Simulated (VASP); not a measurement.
HfC:

```xyz
2
Lattice="-1.3967 2.4972 1.8473 1.3967 -2.4972 1.8473 1.3967 2.4972 -1.8473" Properties=species:S:1:pos:R:3 pbc="T T T"
Hf    0.0000    0.0000    3.6382
C     0.0000    2.4972    0.6630
```

```yaml
Program: VASP 6.6.1
Task: relaxation of cell and atoms
Functional: revPBE
Potentials_or_basis: VASP PAW PBE potentials, release 64 (Hf_pv, C)
Cutoff: 600 eV
k_mesh: 12 × 12 × 12
Occupations: fermi-dirac, width 0.05 eV
Spin: no spin polarisation
```

At the start: pressure 70.8 GPa; volume 12.89 Å³/atom.

Q: How do energy, volume and symmetry change on relaxing?

A: Over 24 steps the energy falls by 2232.5 meV/atom and the volume is 12.69 Å³/atom (-1.5 %); space group Imm2 (No. 44, to 0.1 Å) before, Fm-3m (No. 225, to 0.1 Å).

The path:
| step | energy change (eV) | largest force (eV/Å) | pressure (GPa) | volume (Å³) |
| --- | --- | --- | --- | --- |
| 1 | 0.0000 | 11.8750 | 70.81 | 25.77 |
| 2 | -0.2303 | 0.7159 | -29.27 | 48.81 |
| 3 | -0.7864 | 0.8205 | -30.72 | 45.00 |
| 4 | -1.3137 | 0.5156 | -32.72 | 41.90 |
| 5 | -3.0258 | 0.2961 | -33.06 | 33.61 |
| 6 | -3.3393 | 0.8941 | -14.56 | 29.63 |
| 7 | -3.3673 | 0.2259 | -23.40 | 30.88 |
| 8 | -3.3763 | 0.3825 | -21.12 | 30.50 |
| 9 | -4.1026 | 0.9189 | 16.22 | 24.49 |
| 10 | -4.2016 | 0.9811 | 2.70 | 25.82 |
| 11 | -4.3685 | 0.8544 | 0.23 | 25.56 |
| 12 | -4.3720 | 0.7785 | 0.31 | 25.49 |
| 13 | -4.4488 | 0.2784 | -0.76 | 25.49 |
| 14 | -4.4544 | 0.0618 | -0.73 | 25.49 |
| 15 | -4.4639 | 0.0181 | 0.90 | 25.29 |
| 16 | -4.4648 | 0.0010 | 0.46 | 25.34 |
| 17 | -4.4648 | 0.0003 | 0.43 | 25.34 |
| 18 | -4.4648 | 0.0007 | -0.56 | 25.45 |
| 19 | -4.4649 | 0.0005 | -0.01 | 25.39 |
| 20 | -4.4649 | 0.0005 | -0.02 | 25.39 |
| 21 | -4.4649 | 0.0006 | -0.28 | 25.42 |
| 22 | -4.4649 | 0.0005 | -0.07 | 25.40 |
| 23 | -4.4649 | 0.0005 | -0.08 | 25.39 |
| 24 | -4.4649 | 0.0003 | -0.01 | 25.39 |

Final structure:
```cif
data_structure
_symmetry_space_group_name_H-M 'P 1'
_symmetry_Int_Tables_number 1
_cell_length_a 3.2990
_cell_length_b 3.2990
_cell_length_c 3.2990
_cell_angle_alpha 119.999
_cell_angle_beta 90.009
_cell_angle_gamma 119.990
_cell_volume 25.39
loop_
_atom_site_label
_atom_site_type_symbol
_atom_site_fract_x
_atom_site_fract_y
_atom_site_fract_z
_atom_site_occupancy
Hf1 Hf 0.08208 0.08208 0.00000 1
C1 C 0.58209 0.08209 0.50000 1
```

Caveat: the PAW data sets were made with another functional, which shifts forces and pressure a little.
